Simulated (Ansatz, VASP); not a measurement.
Two plane-wave programs on ReBi

```xyz
2
Lattice="0.0000 2.5959 2.5959 2.5959 0.0000 2.5959 2.5959 2.5959 0.0000" Properties=species:S:1:pos:R:3 pbc="T T T"
Re    0.0000    0.0000    0.0000
Bi    1.2980    1.2980    1.2980
```

Change from the starting cell: volume scaled by 0.58, PAW files, source ansatz.

Alike in both runs: task single point; functional PBE; k mesh 11 × 11 × 11; occupations fermi-dirac, width 0.1 eV; no spin polarisation.

|  | VASP | Ansatz |
| --- | --- | --- |
| version | VASP 6.6.1 | Ansatz 0.2.0 |
| potentials or method | VASP PAW PBE potentials, release 64 (Re, Bi_d) | scalar-relativistic |
| plane-wave cutoff (eV) | 520 | 560 |
| valence electrons in the cell | 22 | 52 |

|  | VASP | Ansatz | Ansatz less VASP |
| --- | --- | --- | --- |
| pressure (GPa) | 153.8 | 150.5 | -3.33 |

Both programs put the cell under a high pressure, so it lies far from rest at this level. The functional is the same, so the differences come from potentials, cutoffs and numerics. VASP's potentials hold 22 valence electrons a cell and Ansatz's 52, so a difference there can come from the potentials and not from the codes.

Spin-orbit coupling is off throughout. Noted on VASP's run: the cell as given lies far from equilibrium.
